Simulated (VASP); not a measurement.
# P (P6_3/mmc) in VASP: single point with r2SCAN

Aim: the single point of P with r2SCAN.

Program: VASP 6.6.1. These are calculated values, not measurements. Logs are shortened: lines on timing, memory, paths and dates and some standing lists are left out, and cuts for length are marked.

## Step 1: The cell of the first run

It takes space group P6_3/mmc (No. 194, hexagonal). The conventional cell has a = 4.279 Å, b = 4.279 Å, c = 7.061 Å, α = 90.00°, β = 90.00°, γ = 120.00°. Within 3.5 Å of P (site symmetry 3m) lie 4 P at 2.62 to 2.65 Å.

This isn't the form of P at room conditions, which is orthorhombic.

## Step 2: Single point, r2SCAN

The input, POSCAR:

```
P
1.0
    4.2791653088      0.0000000000      0.0000000000
   -2.1395826544      3.7058658645      0.0000000000
    0.0000000000      0.0000000000      7.0606227596
P
4
Direct
    0.3333333333      0.6666666667      0.4375000000
    0.6666666667      0.3333333333      0.9375000000
    0.6666666667      0.3333333333      0.5625000000
    0.3333333333      0.6666666667      0.0625000000
```

The input, INCAR.step1:

```
ALGO = Normal
EDIFF = 1E-4
ENCUT = 520
GGA = PE
ISMEAR = 0
LASPH = True
LCHARG = False
LREAL = False
LWAVE = True
NBANDS = 18
NELM = 80
PREC = Accurate
SIGMA = 0.1
```

The input, INCAR.step2:

```
ALGO = Normal
EDIFF = 1E-6
ENCUT = 520
ISIF = 2
ISMEAR = 0
ISTART = 1
LASPH = True
LCHARG = False
LMIXTAU = True
LREAL = False
LWAVE = False
METAGGA = R2SCAN
NBANDS = 18
NELM = 80
PREC = Accurate
SIGMA = 0.1
```

The input, KPOINTS:

```
k-points
0
Gamma
  6 6 4
```

Potentials or basis: VASP PAW PBE potentials, release 64 (P).

Command:

```sh
$ cat potpaw_PBE.64/P/POTCAR > POTCAR
$ cp INCAR.step1 INCAR
$ mpirun -np 1 vasp_std > vasp.out
$ cp INCAR.step2 INCAR
$ mpirun -np 1 vasp_std > vasp.out
```

OUTCAR:

```text
EDIFF = 1E-6
   ENCUT = 520
   ISIF = 2
   ISMEAR = 0
   ISTART = 1
   LASPH = True
   LREAL = False
   METAGGA = R2SCAN
   NELM = 80
   PREC = Accurate

 ion  position               nearest neighbor table
   1  0.333  0.667  0.438-   3 2.62   3 2.62   3 2.62   4 2.65
   2  0.667  0.333  0.938-   4 2.62   4 2.62   4 2.62   3 2.65
   3  0.667  0.333  0.562-   1 2.62   1 2.62   1 2.62   2 2.65
   4  0.333  0.667  0.062-   2 2.62   2 2.62   2 2.62   1 2.65

  LATTYP: Found a hexagonal cell.
 ALAT       =     4.2791653088
 C/A-ratio  =     1.6500000000

  Lattice vectors:

 A1 = (   4.2791653088,   0.0000000000,   0.0000000000)
 A2 = (  -2.1395826544,   3.7058658645,   0.0000000000)
 A3 = (   0.0000000000,   0.0000000000,   7.0606227596)

Analysis of symmetry for initial positions (statically):
=====================================================================
 Subroutine PRICEL returns:
 Original cell was already a primitive cell.

 Routine SETGRP: Setting up the symmetry group for a
 hexagonal supercell.

 Subroutine GETGRP returns: Found 24 space group operations
 (whereof 12 operations were pure point group operations)
 out of a pool of 24 trial point group operations.

The static configuration has the point symmetry D_3d.
 The point group associated with its full space group is D_6h.

Analysis of symmetry for dynamics (positions and initial velocities):
=====================================================================
 Subroutine PRICEL returns:
 Original cell was already a primitive cell.

 Routine SETGRP: Setting up the symmetry group for a
 hexagonal supercell.

 Subroutine GETGRP returns: Found 24 space group operations
 (whereof 12 operations were pure point group operations)
 out of a pool of 24 trial point group operations.

The dynamic configuration has the point symmetry D_3d.
 The point group associated with its full space group is D_6h.

 Subroutine INISYM returns: Found 24 space group operations
 (whereof 12 operations are pure point group operations),
 and found     1 'primitive' translations

----------------------------------------------------------------------------------------

                                     Primitive cell

  volume of cell :     111.9674

  direct lattice vectors                    reciprocal lattice vectors
     4.279165309  0.000000000  0.000000000     0.233690434  0.134921235  0.000000000
    -2.139582654  3.705865865  0.000000000     0.000000000  0.269842470  0.000000000
     0.000000000  0.000000000  7.060622760     0.000000000  0.000000000  0.141630566

  length of vectors
     4.279165309  4.279165309  7.060622760     0.269842470  0.269842470  0.141630566

  position of ions in fractional coordinates (direct lattice)
     0.333333333  0.666666667  0.437500000
     0.666666667  0.333333333  0.937500000
     0.666666667  0.333333333  0.562500000
     0.333333333  0.666666667  0.062500000

  ion indices of the primitive-cell ions
   primitive index   ion index
                 1           1
                 2           2
                 3           3
                 4           4

----------------------------------------------------------------------------------------

 KPOINTS: k-points

Automatic generation of k-mesh.
 Grid dimensions read from file:
 generate k-points for:    6    6    4

 Generating k-lattice:

  Cartesian coordinates                     Fractional coordinates (reciprocal lattice)
     0.038948406  0.022486873  0.000000000     0.166666667 -0.000000000  0.000000000
     0.000000000  0.044973745  0.000000000     0.000000000  0.166666667  0.000000000
     0.000000000  0.000000000  0.035407642     0.000000000  0.000000000  0.250000000

  Length of vectors
     0.044973745  0.044973745  0.035407642

  Shift w.r.t. Gamma in fractional coordinates (k-lattice)
     0.000000000  0.000000000  0.000000000

 Subroutine IBZKPT returns following result:
 ===========================================

 Found     21 irreducible k-points:

 Following reciprocal coordinates:
            Coordinates               Weight
  0.000000  0.000000  0.000000      1.000000
  0.166667  0.000000  0.000000      6.000000
  0.333333  0.000000  0.000000      6.000000
  0.500000  0.000000  0.000000      3.000000
  0.166667  0.166667  0.000000      6.000000
  0.333333  0.166667  0.000000     12.000000
[... 13 lines left out ...]
  0.333333  0.166667  0.500000     12.000000
  0.333333  0.333333  0.500000      2.000000
   k-points           NKPTS =     21   k-points in BZ     NKDIM =     21   number of bands    NBANDS=     18
   number of dos      NEDOS =    301   number of ions     NIONS =      4
   total plane-waves  NPLWV =  55296
   dimension x,y,z NGX =    32 NGY =   32 NGZ =   54
   dimension x,y,z NGXF=    64 NGYF=   64 NGZF=  108
   ions per type =               4
   NGX,Y,Z   is equivalent  to a cutoff of  12.43, 12.43, 12.71 a.u.
   NGXF,Y,Z  is equivalent  to a cutoff of  24.86, 24.86, 25.43 a.u.
 SYSTEM =  unknown system
   PREC   = accura    normal or accurate (medium, high low for compatibility)
   ISTART =      1    job   : 0-new  1-cont  2-samecut
   ICHARG =      0    charge: 1-file 2-atom 10-const
   ISPIN  =      1    spin polarized calculation?
   LNONCOLLINEAR =      F non collinear calculations
   LSORBIT =      F    spin-orbit coupling
   LASPH  =      T    aspherical Exc in radial PAW
   ENCUT  =  520.0 eV  38.22 Ry    6.18 a.u.   7.96  7.96 13.13*2*pi/ulx,y,z
   NELM   =     80;   NELMIN=  2; NELMDL=  0     # of ELM steps
   EDIFF  = 0.1E-05   stopping-criterion for ELM
   LREAL  =      F    real-space projection
   EDIFFG = 0.1E-04   stopping-criterion for IOM
   NSW    =      0    number of steps for IOM
   IBRION =     -1    ionic relax: 0-MD 1-quasi-New 2-CG
   NFREE  =      0    steps in history (QN), initial steepest desc. (CG)
   ISIF   =      2    stress and relaxation
   ISYM   =      2    0-nonsym 1-usesym 2-fastsym
   POTIM  = 0.5000    time-step for ionic-motion
   TEBEG  =    0.0;   TEEND  =   0.0 temperature during run
   PSTRESS=    0.0 pullay stress
   NELECT =      20.0000    total number of electrons
   NUPDOWN=      -1.0000    fix difference up-down
   EMIN   =  10.00;   EMAX   =-10.00  energy-range for DOS
   EFERMI =   0.00;   METHOD = LEGACY
   ISMEAR =     0;   SIGMA  =   0.10  broadening in eV -4-tet -1-fermi 0-gaus
   EFERMI_NEDOS =   21; number of points for ismear=-14 and -15
   IALGO  =     38    algorithm
   IMIX   =      4    mixing-type and parameters
     AMIX     =   0.40;   BMIX     =  1.00
     AMIX_MAG =   1.60;   BMIX_MAG =  1.00
  volume/ion in A,a.u.               =      27.99       188.90
  Fermi-wavevector in a.u.,A,eV,Ry     =   0.921979  1.742287 11.565562  0.850045
  Thomas-Fermi vector in A             =   2.047455
   LORBIT       =      0    0 simple, 1 ext, 2 COOP (PROOUT), +10 PAW based schemes
   METAGGA = R2SCAN    functional components
   LHFCALC =     F    Hartree Fock is set to
   AEXX    =    0.0000 exact exchange contribution
   IVDW    =     0    specifies the selected vdW correction
   LEPSILON=     F    determine dielectric tensor
   LRPA    =     F    only Hartree local field effects (RPA)
 non-spin polarized calculation
 Gauss-broadening in eV      SIGMA  =   0.10
  energy-cutoff  :      520.00
  volume of cell :      111.97
 maximum number of plane-waves:      3039
 NGX is ok and might be reduce to    32
   NGX = 15   NGY = 15   NGZ = 27

 number of electron      20.0000000 magnetization

 Free energy of the ion-electron system (eV)
  ---------------------------------------------------
  ext. energy  EPLUGINS =         0.00000000
  ---------------------------------------------------
  free energy    TOTEN  =       -32.39223099 eV

  energy without entropy =      -32.38801106  energy(sigma->0) =      -32.39012103

 E-fermi :   3.3210     XC(G=0):  -8.6743

 val. band max:        3.2398912394   @ k =   0.0000   0.0000   0.0000
 cond. band min:       3.3963961179   @ k =   0.0000   0.0000   0.0000
 fundamental gap:      0.1565048784
 Fermi energy:         3.3209955956

 k-point     1 :       0.0000    0.0000    0.0000
  band No.  band energies     occupation
      1     -10.5569      2.00000
      2      -9.2355      2.00000
      3      -6.2586      2.00000
      4      -2.6452      2.00000
      5      -0.3654      2.00000
      6      -0.3654      2.00000
[... 10 lines left out ...]
     17       8.6775      0.00000
     18       9.2921      0.00000

 k-point     2 :       0.1667    0.0000    0.0000
  band No.  band energies     occupation
      1     -10.3414      2.00000
      2      -9.0043      2.00000
      3      -6.4912      2.00000
      4      -3.5904      2.00000
      5      -1.5434      2.00000
      6      -0.6585      2.00000
[... 10 lines left out ...]
     17       8.2621      0.00000
     18       9.1796      0.00000

 k-point     3 :       0.3333    0.0000    0.0000
  band No.  band energies     occupation
      1      -9.7497      2.00000
      2      -8.3600      2.00000
      3      -7.2229      2.00000
      4      -5.1643      2.00000
      5      -2.1211      2.00000
      6      -1.1061      2.00000
[... 10 lines left out ...]
     17       7.8872      0.00000
     18       8.9545      0.00000

 k-point     4 :       0.5000    0.0000    0.0000
  band No.  band energies     occupation
      1      -9.2185      2.00000
      2      -7.8658      2.00000
      3      -7.7649      2.00000
      4      -6.1149      2.00000
      5      -2.1076      2.00000
      6      -1.2889      2.00000
[... 10 lines left out ...]
     17       8.8913      0.00000
     18       9.2695      0.00000

 k-point     5 :       0.1667    0.1667    0.0000
  band No.  band energies     occupation
      1      -9.9315      2.00000
      2      -8.5596      2.00000
      3      -6.9858      2.00000
      4      -4.7436      2.00000
      5      -1.9564      2.00000
      6      -1.3205      2.00000
[... 10 lines left out ...]
     17       7.9262      0.00000
     18       8.6294      0.00000

 k-point     6 :       0.3333    0.1667    0.0000
  band No.  band energies     occupation
      1      -9.2450      2.00000
      2      -7.8083      2.00000
      3      -7.7947      2.00000
      4      -6.0315      2.00000
      5      -2.0648      2.00000
      6      -1.6721      2.00000
[... 10 lines left out ...]
     17       8.1941      0.00000
     18       8.8584      0.00000

 k-point     7 :       0.3333    0.3333    0.0000
  band No.  band energies     occupation
      1      -8.5399      2.00000
      2      -8.5399      2.00000
      3      -6.9670      2.00000
      4      -6.9670      2.00000
      5      -2.2916      2.00000
      6      -1.3845      2.00000
[... 10 lines left out ...]
     17       8.0442      0.00000
     18       8.6812      0.00000

 k-point     8 :       0.0000    0.0000    0.2500
  band No.  band energies     occupation
      1     -10.4229      2.00000
      2      -9.5317      2.00000
      3      -5.7374      2.00000
      4      -3.3251      2.00000
      5      -0.2636      2.00000
      6      -0.2636      2.00000
[... 10 lines left out ...]
     17       9.0785      0.00000
     18       9.6531      0.00000
[... 166 lines left out ...]
     17       9.7928      0.00000
     18       9.7928      0.00000

 k-point    17 :       0.3333    0.0000    0.5000
  band No.  band energies     occupation
      1      -9.2583      2.00000
      2      -9.2583      2.00000
      3      -6.0792      2.00000
      4      -6.0792      2.00000
      5      -1.0656      2.00000
      6      -1.0656      2.00000
[... 10 lines left out ...]
     17       9.4464      0.00000
     18       9.4464      0.00000

 k-point    18 :       0.5000    0.0000    0.5000
  band No.  band energies     occupation
      1      -8.7907      2.00000
      2      -8.7907      2.00000
      3      -6.7860      2.00000
      4      -6.7860      2.00000
      5      -1.0055      2.00000
      6      -1.0055      2.00000
[... 10 lines left out ...]
     17      10.0117      0.00000
     18      10.0117      0.00000

 k-point    19 :       0.1667    0.1667    0.5000
  band No.  band energies     occupation
      1      -9.4312      2.00000
      2      -9.4312      2.00000
      3      -5.7693      2.00000
      4      -5.7693      2.00000
      5      -0.9736      2.00000
      6      -0.9736      2.00000
[... 10 lines left out ...]
     17       9.7748      0.00000
     18       9.7748      0.00000

 k-point    20 :       0.3333    0.1667    0.5000
  band No.  band energies     occupation
      1      -8.8100      2.00000
      2      -8.8100      2.00000
      3      -6.7219      2.00000
      4      -6.7219      2.00000
      5      -1.4497      2.00000
      6      -1.4497      2.00000
[... 10 lines left out ...]
     17       9.6407      0.00000
     18       9.6407      0.00000

 k-point    21 :       0.3333    0.3333    0.5000
  band No.  band energies     occupation
      1      -8.4632      2.00000
      2      -8.4632      2.00000
      3      -7.1369      2.00000
      4      -7.1369      2.00000
      5      -1.8492      2.00000
      6      -1.8492      2.00000
[... 10 lines left out ...]
     17       8.8192      0.00000
     18       8.8192      0.00000

------------------------ aborting loop because EDIFF is reached ----------------------------------------

  FORCE on cell =-STRESS in cart. coord.  units (eV):
  Direction    XX          YY          ZZ          XY          YZ          ZX
  --------------------------------------------------------------------------------------
  -------------------------------------------------------------------------------------
  Total       -6.0731103     -6.0731103     -7.8784695      0.0000000      0.0000000      0.0000000
  in kB      -86.9020429    -86.9020429   -112.7354940      0.0000000      0.0000000      0.0000000
  external PRESSURE =     -95.5131933 kB  Pullay stress =       0.0000000 kB

 VOLUME and BASIS-vectors are now :
 -----------------------------------------------------------------------------
  energy-cutoff  :      520.00
  volume of cell :      111.97
      direct lattice vectors                 reciprocal lattice vectors
     4.279165309  0.000000000  0.000000000     0.233690434  0.134921235  0.000000000
    -2.139582654  3.705865865  0.000000000     0.000000000  0.269842470  0.000000000
     0.000000000  0.000000000  7.060622760     0.000000000  0.000000000  0.141630566

 POSITION                                       TOTAL-FORCE (eV/Angst)
 -----------------------------------------------------------------------------------
     -0.00000      2.47058      3.08902        -0.000000     -0.000000     -0.180770
      2.13958      1.23529      6.61933         0.000000      0.000000     -0.180770
      2.13958      1.23529      3.97160        -0.000000      0.000000      0.180770
     -0.00000      2.47058      0.44129         0.000000     -0.000000      0.180770
 -----------------------------------------------------------------------------------
    total drift:                                0.000000     -0.000000      0.000000

  FREE ENERGIE OF THE ION-ELECTRON SYSTEM (eV)
  ---------------------------------------------------
  free  energy   TOTEN  =       -32.3922309946 eV

  energy  without entropy=      -32.3880110602  energy(sigma->0) =      -32.39012103
```

It took 80 s on 1 thread of Oxide Virtual Turin-like, shared host; peak memory 0.2 GiB.

What came out:

- Free energy: -32.3922 eV
- Pressure: -9.6 GPa
- Largest force: 0.181 eV/Å
- Band gap on the k mesh: zero (bands 10 and 11 overlap by 0.24 eV)

Forces on the atoms (eV/Å):
```
P    0.000  0.000 -0.181
P    0.000  0.000 -0.181
P    0.000  0.000  0.181
P    0.000  0.000  0.181
```

Caveat: the cell stands under tension; the PAW data sets were made with another functional, which shifts forces and pressure a little.

The gap in the log of VASP goes by the Fermi energy; the results here count the filled bands.